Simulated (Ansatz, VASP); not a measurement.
## Two plane-wave programs on AgCl

```
CELL_PARAMETERS angstrom
3.43397 0.00000 0.00000
0.00000 3.36529 0.00000
0.00000 0.00000 3.43397
ATOMIC_POSITIONS crystal
Ag 0.00000 0.00000 0.00000
Cl 0.50000 0.50000 0.50000
```

Change from the starting cell: strain -0.0200 x Voigt [0, 1, 0, 0, 0, 0], atoms carried along.

Alike in both runs: task single point; functional LDA; k mesh 10 × 10 × 10; occupations gaussian, width 0.03 eV; no spin polarisation.

|  | VASP | Ansatz |
| --- | --- | --- |
| version | VASP 6.6.1 | Ansatz 0.2.0 |
| potentials or method | VASP PAW LDA potentials, release 64 (Ag, Cl), cutoff 520 eV | scalar-relativistic, plane waves, PAW |
| valence electrons in the cell | 18 | 26 |

Ansatz gave:

| Property | Result |
| --- | --- |
| gap on the k mesh at the Fermi level (eV) | 0.25 |
| least direct gap on the mesh (eV) | 1.73 |
| pressure (GPa) | -6.8 |
| traceless stress, the component that is largest in VASP (GPa) | 0.63 |

Task: Which values does VASP return?

Result: gap on the k mesh at the Fermi level (eV): 0.28; least direct gap on the mesh (eV): 1.75; pressure (GPa): -6.9; traceless stress, the component that is largest in VASP (GPa): 0.64.

LDA's correlation is that of Perdew and Zunger in VASP and of Perdew and Wang (1992) in Ansatz. VASP's potentials hold 18 valence electrons a cell and Ansatz's 26, so a difference there can come from the potentials and not from the codes.
